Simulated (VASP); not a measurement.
Ge2Sb2Te5 (lda), 9 atoms in the cell. It takes space group P-3m1 (No. 164, trigonal). The conventional cell has a = 4.197 Å, b = 4.197 Å, c = 16.689 Å, α = 90.00°, β = 90.00°, γ = 120.00°. Within 3.9 Å of Ge (site symmetry 3m) lie 6 Te at 2.93 to 2.95 Å. Sb (site symmetry 3m) has 6 Te at 2.97 to 3.13 Å within 3.9 Å. Te (site symmetry -3m) has 6 Ge at 2.95 Å within 3.9 Å. Within 3.9 Å of Te (site symmetry 3m) lie 3 Ge at 2.93 Å and 3 Sb at 3.13 Å. Te (site symmetry 3m) has 3 Sb at 2.97 Å and 3 Te at 3.58 Å within 3.9 Å. 

```yaml
Program: VASP 6.6.1
Task: single point
Functional: LDA
Potentials_or_basis: VASP PAW LDA potentials, release 64 (Ge_d, Sb, Te)
Cutoff: 500 eV
k_mesh: 9 × 9 × 2
Occupations: gaussian, width 0.01 eV
Spin: no spin polarisation
Dipole_correction: no
Further_INCAR_settings: ALGO = Normal; EDIFF = 1e-06; NBANDS = 44
```

Potentials or basis: VASP PAW LDA potentials, release 64 (Ge_d, Sb, Te).

The run is started by

```bash
$ cat potpaw_LDA.64/Ge_d/POTCAR potpaw_LDA.64/Sb/POTCAR potpaw_LDA.64/Te/POTCAR > POTCAR
$ mpirun -np 1 vasp_std > vasp.out
```

Hardware: 1 thread of Intel(R) Xeon(R) Platinum 8259CL CPU @ 2.50GHz (Skylake/Cascade Lake), on a shared host.

Q: How long does it take, and how much memory?

A: Run time: 6.2 min on 1 thread of Intel(R) Xeon(R) Platinum 8259CL CPU @ 2.50GHz (Skylake/Cascade Lake), with other jobs on the host, peak memory 0.43 GiB. Counts: scf iterations 24, k points 24.
